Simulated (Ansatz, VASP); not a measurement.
**GaSb in VASP and in Ansatz**

```xyz
2
Lattice="0.0000 3.0666 3.0666 3.0666 0.0000 3.0666 3.0666 3.0666 0.0000" Properties=species:S:1:pos:R:3 pbc="T T T"
Ga    0.0000    0.0000    0.0000
Sb    4.6000    4.6000    4.6000
```

Alike in both runs: task single point; functional PBE; dispersion D3(BJ); k mesh 6 × 6 × 6; occupations gaussian, width 0.05 eV; no spin polarisation.

|  | VASP | Ansatz |
| --- | --- | --- |
| version | VASP 6.6.1 | Ansatz 0.2.0 |
| potentials or method | VASP PAW PBE potentials, release 64 (Ga_d, Sb), cutoff 500 eV | scalar-relativistic, plane waves, PAW |
| valence electrons in the cell | 18 | 28 |

```tsv
	VASP	Ansatz	Ansatz less VASP
gap on the k mesh at the Fermi level (eV)	none	none	-
pressure (GPa)	0.1	0.0	-0.06
```

A gap of «none» marks a metal or a gap that the smearing closes. VASP's potentials hold 18 valence electrons a cell and Ansatz's 28, so a difference there can come from the potentials and not from the codes.

Spin-orbit coupling is off throughout.
